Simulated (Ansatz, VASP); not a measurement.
Two plane-wave programs on AlNi

INCAR

```
SYSTEM = AlNi
  ALGO = Normal
  EDIFF = 1E-6
  ENCUT = 520
  GGA = PE
  ISIF = 2
  ISMEAR = 0
  LASPH = .True.
  LCHARG = .True.
  LELF = .True.
  LREAL = .False.
  LVHAR = .True.
  LWAVE = .False.
  NBANDS = 14
  NELM = 100
  PREC = Accurate
  SIGMA = 0.1
```

KPOINTS

```
k-points
0
Gamma
  14 14 14
  0 0 0
```

POSCAR

```
AlNi
1.0
    2.9217297870      0.0000000000      0.0000000000
    0.0000000000      2.9217297870      0.0000000000
    0.0000000000      0.0000000000      2.9217297870
Al Ni
1 1
Direct
    0.0000000000      0.0000000000      0.0000000000
    0.5000000000      0.5000000000      0.5000000000
```

Input for Ansatz:

```yaml
crystal:
  lattice:
    - [2.9217297883, 0.0, 0.0]
    - [0.0, 2.9217297883, 0.0]
    - [0.0, 0.0, 2.9217297883]
  atoms:
    - { symbol: Al, position: [0.0, 0.0, 0.0] }
    - { symbol: Ni, position: [0.5, 0.5, 0.5] }
basis:
  ecutwfc: 420
kpoints:
  mp_grid: { grid: [14, 14, 14] }
hamiltonian:
  xc: pbe
scf:
  occupations: { method: gaussian, width: 0.1 }
output:
  forces: true
  stress: true
  eigenvalues: true
```

Alike in both runs: task single point; functional PBE; k mesh 14 × 14 × 14; occupations gaussian, width 0.1 eV; no spin polarisation.

|  | VASP | Ansatz |
| --- | --- | --- |
| version | VASP 6.6.1 | Ansatz 0.2.0 |
| potentials or method | VASP PAW PBE potentials, release 64 (Al, Ni), cutoff 520 eV | scalar-relativistic, plane waves, PAW |
| valence electrons in the cell | 13 | 21 |

|  | VASP | Ansatz | Ansatz less VASP |
| --- | --- | --- | --- |
| gap on the k mesh at the Fermi level (eV) | none | none | - |
| pressure (GPa) | -4.4 | -4.4 | 0.00 |

A gap of «none» marks a metal or a gap that the smearing closes. VASP's potentials hold 13 valence electrons a cell and Ansatz's 21, so a difference there can come from the potentials and not from the codes.
